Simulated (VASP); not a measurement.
# Sr (P6_3/mmc) in VASP: a series of runs

Sr is run at these levels: r2SCAN; tasks: single point.

Program: VASP 6.6.1. These are calculated values, not measurements. Logs are shortened: lines on timing, memory, paths and dates and some standing lists are left out, and cuts for length are marked.

**1. The cell of the first run**

Symmetry: P6_3/mmc, No. 194, hexagonal system. The conventional cell has a = 4.526 Å, b = 4.526 Å, c = 6.697 Å, α = 90.00°, β = 90.00°, γ = 120.00°. Within 5.6 Å of Sr (site symmetry -6m2) lie 12 Sr at 4.25 to 4.53 Å.

This isn't the form of Sr at room conditions, which is fcc.

**2. Single point, r2SCAN (strain +0.050 along x and y, -0.050 along z)**

POSCAR

```
Sr
1.0
    4.5255002317      0.0000000000      0.0000000000
   -2.2627501159      3.9191981655      0.0000000000
    0.0000000000      0.0000000000      6.6975000000
Sr
2
Direct
    0.3333333333      0.6666666667      0.2500000000
    0.6666666667      0.3333333333      0.7500000000
```

INCAR.step1

```
SYSTEM = Sr
  ALGO = Normal
  EDIFF = 1E-4
  ENCUT = 520
  GGA = PE
  ISMEAR = 0
  LASPH = .TRUE.
  LCHARG = .FALSE.
  LREAL = .FALSE.
  LWAVE = .TRUE.
  NBANDS = 17
  NELM = 100
  PREC = Accurate
  SIGMA = 0.15
```

INCAR.step2

```
SYSTEM = Sr
  ALGO = Normal
  EDIFF = 1E-7
  ENCUT = 520
  ISIF = 2
  ISMEAR = 0
  ISTART = 1
  LASPH = .TRUE.
  LCHARG = .FALSE.
  LMIXTAU = .TRUE.
  LREAL = .FALSE.
  LWAVE = .FALSE.
  METAGGA = R2SCAN
  NBANDS = 17
  NELM = 100
  PREC = Accurate
  SIGMA = 0.15
```

KPOINTS

```
k-points
0
G
  12 12 8
  0 0 0
```

Potentials or basis: VASP PAW PBE potentials, release 64 (Sr_sv).

Started as:

```
cat potpaw_PBE.64/Sr_sv/POTCAR > POTCAR
cp INCAR.step1 INCAR
mpirun -np 1 vasp_std > vasp.out
cp INCAR.step2 INCAR
mpirun -np 1 vasp_std > vasp.out
```

OUTCAR:

```text
SYSTEM = Sr
   EDIFF = 1E-7
   ENCUT = 520
   ISIF = 2
   ISMEAR = 0
   ISTART = 1
   LASPH = .TRUE.
   LREAL = .FALSE.
   METAGGA = R2SCAN
   NELM = 100
   PREC = Accurate

 ion  position               nearest neighbor table
   1  0.333  0.667  0.250-   2 4.25   2 4.25   2 4.25   2 4.25   2 4.25   2 4.25
   2  0.667  0.333  0.750-   1 4.25   1 4.25   1 4.25   1 4.25   1 4.25   1 4.25

  LATTYP: Found a hexagonal cell.
 ALAT       =     4.5255002317
 C/A-ratio  =     1.4799468914

  Lattice vectors:

 A1 = (   4.5255002317,   0.0000000000,   0.0000000000)
 A2 = (  -2.2627501159,   3.9191981655,   0.0000000000)
 A3 = (   0.0000000000,   0.0000000000,   6.6975000000)

Analysis of symmetry for initial positions (statically):
=====================================================================
 Subroutine PRICEL returns:
 Original cell was already a primitive cell.

 Routine SETGRP: Setting up the symmetry group for a
 hexagonal supercell.

 Subroutine GETGRP returns: Found 24 space group operations
 (whereof 12 operations were pure point group operations)
 out of a pool of 24 trial point group operations.

The static configuration has the point symmetry D_3d.
 The point group associated with its full space group is D_6h.

Analysis of symmetry for dynamics (positions and initial velocities):
=====================================================================
 Subroutine PRICEL returns:
 Original cell was already a primitive cell.

 Routine SETGRP: Setting up the symmetry group for a
 hexagonal supercell.

 Subroutine GETGRP returns: Found 24 space group operations
 (whereof 12 operations were pure point group operations)
 out of a pool of 24 trial point group operations.

The dynamic configuration has the point symmetry D_3d.
 The point group associated with its full space group is D_6h.

 Subroutine INISYM returns: Found 24 space group operations
 (whereof 12 operations are pure point group operations),
 and found     1 'primitive' translations

----------------------------------------------------------------------------------------

                                     Primitive cell

  volume of cell :     118.7891

  direct lattice vectors                    reciprocal lattice vectors
     4.525500232  0.000000000  0.000000000     0.220970047  0.127577116  0.000000000
    -2.262750116  3.919198166  0.000000000     0.000000000  0.255154233  0.000000000
     0.000000000  0.000000000  6.697500000     0.000000000  0.000000000  0.149309444

  length of vectors
     4.525500232  4.525500232  6.697500000     0.255154233  0.255154233  0.149309444

  position of ions in fractional coordinates (direct lattice)
     0.333333333  0.666666667  0.250000000
     0.666666667  0.333333333  0.750000000

  ion indices of the primitive-cell ions
   primitive index   ion index
                 1           1
                 2           2

----------------------------------------------------------------------------------------

 KPOINTS: k-points

Automatic generation of k-mesh.
 Grid dimensions read from file:
 generate k-points for:   12   12    8

 Generating k-lattice:

  Cartesian coordinates                     Fractional coordinates (reciprocal lattice)
     0.018414171  0.010631426  0.000000000     0.083333333  0.000000000  0.000000000
     0.000000000  0.021262853  0.000000000     0.000000000  0.083333333  0.000000000
     0.000000000  0.000000000  0.018663680     0.000000000  0.000000000  0.125000000

  Length of vectors
     0.021262853  0.021262853  0.018663680

  Shift w.r.t. Gamma in fractional coordinates (k-lattice)
     0.000000000  0.000000000  0.000000000

 Subroutine IBZKPT returns following result:
 ===========================================

 Found     95 irreducible k-points:

 Following reciprocal coordinates:
            Coordinates               Weight
  0.000000  0.000000  0.000000      1.000000
  0.083333  0.000000  0.000000      6.000000
  0.166667  0.000000  0.000000      6.000000
  0.250000  0.000000  0.000000      6.000000
  0.333333  0.000000  0.000000      6.000000
  0.416667  0.000000  0.000000      6.000000
[... 16 lines left out ...]
  0.250000  0.000000  0.125000     12.000000
  0.333333  0.000000  0.125000     12.000000
 [... further k-points ...]
   k-points           NKPTS =     95   k-points in BZ     NKDIM =     95   number of bands    NBANDS=     17
   number of dos      NEDOS =    301   number of ions     NIONS =      2
   total plane-waves  NPLWV =  64800
   dimension x,y,z NGX =    36 NGY =   36 NGZ =   50
   dimension x,y,z NGXF=    72 NGYF=   72 NGZF=  100
   ions per type =               2
   NGX,Y,Z   is equivalent  to a cutoff of  13.22, 13.22, 12.41 a.u.
   NGXF,Y,Z  is equivalent  to a cutoff of  26.45, 26.45, 24.82 a.u.
 SYSTEM =  Sr
   PREC   = accura    normal or accurate (medium, high low for compatibility)
   ISTART =      1    job   : 0-new  1-cont  2-samecut
   ICHARG =      0    charge: 1-file 2-atom 10-const
   ISPIN  =      1    spin polarized calculation?
   LNONCOLLINEAR =      F non collinear calculations
   LSORBIT =      F    spin-orbit coupling
   LASPH  =      T    aspherical Exc in radial PAW
   ENCUT  =  520.0 eV  38.22 Ry    6.18 a.u.   8.41  8.41 12.45*2*pi/ulx,y,z
   NELM   =    100;   NELMIN=  2; NELMDL=  0     # of ELM steps
   EDIFF  = 0.1E-06   stopping-criterion for ELM
   LREAL  =      F    real-space projection
   EDIFFG = 0.1E-05   stopping-criterion for IOM
   NSW    =      0    number of steps for IOM
   IBRION =     -1    ionic relax: 0-MD 1-quasi-New 2-CG
   NFREE  =      0    steps in history (QN), initial steepest desc. (CG)
   ISIF   =      2    stress and relaxation
   ISYM   =      2    0-nonsym 1-usesym 2-fastsym
   POTIM  = 0.5000    time-step for ionic-motion
   TEBEG  =    0.0;   TEEND  =   0.0 temperature during run
   PSTRESS=    0.0 pullay stress
   NELECT =      20.0000    total number of electrons
   NUPDOWN=      -1.0000    fix difference up-down
   EMIN   =  10.00;   EMAX   =-10.00  energy-range for DOS
   EFERMI =   0.00;   METHOD = LEGACY
   ISMEAR =     0;   SIGMA  =   0.15  broadening in eV -4-tet -1-fermi 0-gaus
   EFERMI_NEDOS =   21; number of points for ismear=-14 and -15
   IALGO  =     38    algorithm
   IMIX   =      4    mixing-type and parameters
     AMIX     =   0.40;   BMIX     =  1.00
     AMIX_MAG =   1.60;   BMIX_MAG =  1.00
  volume/ion in A,a.u.               =      59.39       400.81
  Fermi-wavevector in a.u.,A,eV,Ry     =   0.903981  1.708276 11.118432  0.817182
  Thomas-Fermi vector in A             =   2.027373
   LORBIT       =      0    0 simple, 1 ext, 2 COOP (PROOUT), +10 PAW based schemes
   METAGGA = R2SCAN    functional components
   LHFCALC =     F    Hartree Fock is set to
   AEXX    =    0.0000 exact exchange contribution
   IVDW    =     0    specifies the selected vdW correction
   LEPSILON=     F    determine dielectric tensor
   LRPA    =     F    only Hartree local field effects (RPA)
 non-spin polarized calculation
 Gauss-broadening in eV      SIGMA  =   0.15
  energy-cutoff  :      520.00
  volume of cell :      118.79
 maximum number of plane-waves:      3241
 NGX is ok and might be reduce to    36
   NGX = 17   NGY = 17   NGZ = 25

 number of electron      20.0000000 magnetization

 Free energy of the ion-electron system (eV)
  ---------------------------------------------------
  ext. energy  EPLUGINS =         0.00000000
  ---------------------------------------------------
  free energy    TOTEN  =       -30.14802109 eV

  energy without entropy =      -30.11904470  energy(sigma->0) =      -30.13353290

 E-fermi :   1.3800     XC(G=0):  -7.5527

 val. band max:        1.3654998972   @ k =   0.2500   0.1667   0.1250
 cond. band min:       1.3812499242   @ k =   0.3333   0.2500   0.0000
 fundamental gap:      0.0157500269
 Fermi energy:         1.3799542811

 k-point     1 :       0.0000    0.0000    0.0000
  band No.  band energies     occupation
      1     -36.8298      2.00000
      2     -36.8137      2.00000
      3     -18.2898      2.00000
      4     -18.1332      2.00000
      5     -18.1332      2.00000
      6     -18.0972      2.00000
[... 9 lines left out ...]
     16       4.3763      0.00000
     17       4.4575      0.00000

 k-point     2 :       0.0833    0.0000    0.0000
  band No.  band energies     occupation
      1     -36.8292      2.00000
      2     -36.8137      2.00000
      3     -18.2861      2.00000
      4     -18.1386      2.00000
      5     -18.1354      2.00000
      6     -18.1032      2.00000
[... 9 lines left out ...]
     16       4.3525      0.00000
     17       4.3739      0.00000

 k-point     3 :       0.1667    0.0000    0.0000
  band No.  band energies     occupation
      1     -36.8277      2.00000
      2     -36.8136      2.00000
      3     -18.2755      2.00000
      4     -18.1538      2.00000
      5     -18.1413      2.00000
      6     -18.1194      2.00000
[... 9 lines left out ...]
     16       4.1185      0.00000
     17       4.6113      0.00000

 k-point     4 :       0.2500    0.0000    0.0000
  band No.  band energies     occupation
      1     -36.8255      2.00000
      2     -36.8136      2.00000
      3     -18.2595      2.00000
      4     -18.1747      2.00000
      5     -18.1491      2.00000
      6     -18.1410      2.00000
[... 9 lines left out ...]
     16       4.4312      0.00000
     17       4.9838      0.00000
[... 343 lines left out ...]
      1     -36.8272      2.00000
      2     -36.8141      2.00000
      3     -18.2703      2.00000
      4     -18.1515      2.00000
      5     -18.1397      2.00000
      6     -18.1285      2.00000
[... 9 lines left out ...]
     16       4.2415      0.00000
     17       4.6470      0.00000

 k-point    23 :       0.2500    0.0000    0.1250
  band No.  band energies     occupation
      1     -36.8250      2.00000
      2     -36.8140      2.00000
      3     -18.2572      2.00000
      4     -18.1710      2.00000
      5     -18.1504      2.00000
      6     -18.1473      2.00000
[... 9 lines left out ...]
     16       4.4421      0.00000
     17       4.9832      0.00000

 k-point    24 :       0.3333    0.0000    0.1250
  band No.  band energies     occupation
      1     -36.8227      2.00000
      2     -36.8142      2.00000
      3     -18.2438      2.00000
      4     -18.1887      2.00000
      5     -18.1713      2.00000
      6     -18.1546      2.00000
[... 9 lines left out ...]
     16       4.8884      0.00000
     17       5.4269      0.00000

 [... further k-points ...]

------------------------ aborting loop because EDIFF is reached ----------------------------------------

  FORCE on cell =-STRESS in cart. coord.  units (eV):
  Direction    XX          YY          ZZ          XY          YZ          ZX
  --------------------------------------------------------------------------------------
  -------------------------------------------------------------------------------------
  Total       -0.6924431     -0.6924431      0.6488243      0.0000000      0.0000000      0.0000000
  in kB       -9.3393816     -9.3393816      8.7510701      0.0000000      0.0000000      0.0000000
  external PRESSURE =      -3.3092310 kB  Pullay stress =       0.0000000 kB

 VOLUME and BASIS-vectors are now :
 -----------------------------------------------------------------------------
  energy-cutoff  :      520.00
  volume of cell :      118.79
      direct lattice vectors                 reciprocal lattice vectors
     4.525500232  0.000000000  0.000000000     0.220970047  0.127577116  0.000000000
    -2.262750116  3.919198166  0.000000000     0.000000000  0.255154233  0.000000000
     0.000000000  0.000000000  6.697500000     0.000000000  0.000000000  0.149309444

 POSITION                                       TOTAL-FORCE (eV/Angst)
 -----------------------------------------------------------------------------------
     -0.00000      2.61280      1.67437         0.000000      0.000000      0.000000
      2.26275      1.30640      5.02313        -0.000000      0.000000      0.000000
 -----------------------------------------------------------------------------------
    total drift:                                0.000000     -0.000000      0.000000

  FREE ENERGIE OF THE ION-ELECTRON SYSTEM (eV)
  ---------------------------------------------------
  free  energy   TOTEN  =       -30.1480210905 eV

  energy  without entropy=      -30.1190447024  energy(sigma->0) =      -30.13353290
```

Run time: 11 min. Hardware: 1 thread of Intel Xeon Platinum 8259CL at 2.50GHz (Skylake/Cascade Lake), shared host; peak memory 0.36 GiB.

Results:

- Free energy: -30.1480 eV
- Pressure: -0.3 GPa
- Band gap on the k mesh: zero (bands 10 and 11 overlap by 0.48 eV)

Stress tensor (GPa, compression positive):
```
-0.93  0.00  0.00
 0.00 -0.93  0.00
 0.00  0.00  0.88
```

Caveat: the cell differs from its parent crystal (strain +0.050 along x and y, -0.050 along z); the PAW data sets were made with another functional, which shifts forces and pressure a little.

**3. Single point, r2SCAN (strain -0.050 along x and y, -0.050 along z)**

POSCAR

```
Sr
1.0
    4.0945002096      0.0000000000      0.0000000000
   -2.0472501048      3.5459411973      0.0000000000
    0.0000000000      0.0000000000      6.6975000000
Sr
2
Direct
    0.3333333333      0.6666666667      0.2500000000
    0.6666666667      0.3333333333      0.7500000000
```

INCAR.step1

```
SYSTEM = Sr
PREC = Accurate
ENCUT = 520
ISMEAR = 0
SIGMA = 0.15
LREAL = .FALSE.
LASPH = .TRUE.
NELM = 100
NBANDS = 17
GGA = PE
ALGO = Normal
EDIFF = 1E-4
LWAVE = .TRUE.
LCHARG = .FALSE.
```

INCAR.step2

```
SYSTEM = Sr
PREC = Accurate
ENCUT = 520
EDIFF = 1E-6
ISMEAR = 0
SIGMA = 0.15
LREAL = .FALSE.
LASPH = .TRUE.
NELM = 100
ALGO = Normal
ISIF = 2
LWAVE = .FALSE.
LCHARG = .FALSE.
METAGGA = R2SCAN
LMIXTAU = .TRUE.
NBANDS = 17
ISTART = 1
```

KPOINTS

```
regular mesh
0
G
  12 12 8
  0 0 0
```

Potentials or basis: VASP PAW PBE potentials, release 64 (Sr_sv).

Started as:

```
cat potpaw_PBE.64/Sr_sv/POTCAR > POTCAR
cp INCAR.step1 INCAR
mpirun -np 1 vasp_std > vasp.out
cp INCAR.step2 INCAR
mpirun -np 1 vasp_std > vasp.out
```

Run time: 7.4 min. Hardware: 1 thread of AMD EPYC 7R13 (Zen 3), shared host; peak memory 0.27 GiB.

The run converged. Its results:

| Item | Value |
| --- | --- |
| Free energy | -30.0834 eV |
| Pressure | 2.4 GPa |
| Band gap on the k mesh | zero (bands 10 and 11 overlap by 0.32 eV) |

Stress tensor (GPa, compression positive):
```
2.30 0.00 0.00
0.00 2.30 0.00
0.00 0.00 2.69
```

Levels at points of the mesh, in eV from the Fermi level:
```tsv
k point	band 8	band 9	band 10	band 11	band 12	band 13
(0.00, 0.00, 0.00)	-19.02	-4.05	-1.17	0.11	2.73	2.73
(0.50, 0.00, 0.00)	-19.07	-1.13	-0.58	-0.02	0.26	1.56
(0.00, 0.00, 0.50)	-19.05	-2.94	-2.94	1.49	1.49	2.73
(0.50, 0.00, 0.50)	-19.10	-0.88	-0.88	0.34	0.34	1.55
```

Caveat: the cell differs from its parent crystal (strain -0.050 along x and y, -0.050 along z); the PAW data sets were made with another functional, which shifts forces and pressure a little.

**4. Single point, r2SCAN (strain -0.050 along x and y, -0.025 along z)**

Changes to POSCAR since step 3:

```diff
@@ -4,3 +4,3 @@
    -2.0472501048      3.5459411973      0.0000000000
-    0.0000000000      0.0000000000      6.6975000000
+    0.0000000000      0.0000000000      6.8737500000
 Sr
```

Changes to INCAR.step1 since step 3:

```diff
@@ -7,3 +7,3 @@
 LASPH = .TRUE.
-NELM = 100
+NELM = 60
 NBANDS = 17
```

Changes to INCAR.step2 since step 3:

```diff
@@ -8,3 +8,3 @@
 LASPH = .TRUE.
-NELM = 100
+NELM = 60
 ALGO = Normal
```

KPOINTS is that of step 3.

Started as:

```
cat potpaw_PBE.64/Sr_sv/POTCAR > POTCAR
cp INCAR.step1 INCAR
mpirun -np 1 vasp_std > vasp.out
cp INCAR.step2 INCAR
mpirun -np 1 vasp_std > vasp.out
```

Wall time 8.3 min (1 thread of AMD EPYC 7R13 (Zen 3), shared host); peak memory 0.28 GiB.

The run converged. Its results:

```yaml
Free_energy: -30.1190 eV
Pressure: 2.0 GPa
Band_gap_on_the_k_mesh: zero (bands 10 and 11 overlap by 0.32 eV)
```

Stress tensor (GPa, compression positive):
```
2.09 0.00 0.00
0.00 2.09 0.00
0.00 0.00 1.73
```

Levels at points of the mesh, in eV from the Fermi level:
| k point | band 8 | band 9 | band 10 | band 11 | band 12 | band 13 |
| --- | --- | --- | --- | --- | --- | --- |
| (0.00, 0.00, 0.00) | -19.07 | -4.00 | -1.21 | -0.04 | 2.59 | 2.75 |
| (0.50, 0.00, 0.00) | -19.13 | -1.07 | -0.54 | -0.01 | 0.32 | 1.47 |
| (0.00, 0.00, 0.50) | -19.10 | -2.96 | -2.96 | 1.39 | 1.39 | 2.78 |
| (0.50, 0.00, 0.50) | -19.14 | -0.84 | -0.84 | 0.33 | 0.33 | 1.51 |

Caveat: the cell differs from its parent crystal (strain -0.050 along x and y, -0.025 along z); the PAW data sets were made with another functional, which shifts forces and pressure a little.

**5. Single point, r2SCAN (strain -0.050 along x and y, +0.000 along z)**

Changes to POSCAR since step 4:

```diff
@@ -4,3 +4,3 @@
    -2.0472501048      3.5459411973      0.0000000000
-    0.0000000000      0.0000000000      6.8737500000
+    0.0000000000      0.0000000000      7.0500000000
 Sr
```

INCAR.step1

```
  PREC = Accurate
  ENCUT = 520
  ISMEAR = 0
  SIGMA = 0.15
  LREAL = False
  LASPH = True
  NELM = 60
  NBANDS = 17
  GGA = PE
  ALGO = Normal
  EDIFF = 1E-4
  LWAVE = True
  LCHARG = False
```

INCAR.step2

```
  PREC = Accurate
  ENCUT = 520
  EDIFF = 1E-6
  ISMEAR = 0
  SIGMA = 0.15
  LREAL = False
  LASPH = True
  NELM = 60
  ALGO = Normal
  ISIF = 2
  LWAVE = False
  LCHARG = False
  METAGGA = R2SCAN
  LMIXTAU = True
  NBANDS = 17
  ISTART = 1
```

KPOINTS

```
regular mesh
0
Gamma
  12 12 8
```

Started as:

```
cat potpaw_PBE.64/Sr_sv/POTCAR > POTCAR
cp INCAR.step1 INCAR
mpirun -np 1 vasp_std > vasp.out
cp INCAR.step2 INCAR
mpirun -np 1 vasp_std > vasp.out
```

Wall time 8.2 min (1 thread of AMD EPYC 7R13 (Zen 3), shared host); peak memory 0.28 GiB.

It converged, with:

```yaml
Free_energy: -30.1389 eV
Pressure: 1.5 GPa
Band_gap_on_the_k_mesh: zero (bands 10 and 11 overlap by 0.44 eV)
```

Stress tensor (GPa, compression positive):
```
1.92 0.00 0.00
0.00 1.92 0.00
0.00 0.00 0.75
```

Levels at points of the mesh, in eV from the Fermi level:
| k point | band 8 | band 9 | band 10 | band 11 | band 12 | band 13 |
| --- | --- | --- | --- | --- | --- | --- |
| (0.00, 0.00, 0.00) | -19.12 | -3.95 | -1.26 | -0.17 | 2.43 | 2.77 |
| (0.50, 0.00, 0.00) | -19.17 | -1.03 | -0.51 | 0.00 | 0.36 | 1.39 |
| (0.00, 0.00, 0.50) | -19.15 | -2.97 | -2.97 | 1.29 | 1.29 | 2.81 |
| (0.50, 0.00, 0.50) | -19.19 | -0.80 | -0.80 | 0.33 | 0.33 | 1.48 |

Caveat: the cell differs from its parent crystal (strain -0.050 along x and y, +0.000 along z); the PAW data sets were made with another functional, which shifts forces and pressure a little.

(Continued in part 2 of 2.)

The gap in the log of VASP goes by the Fermi energy; the results here count the filled bands.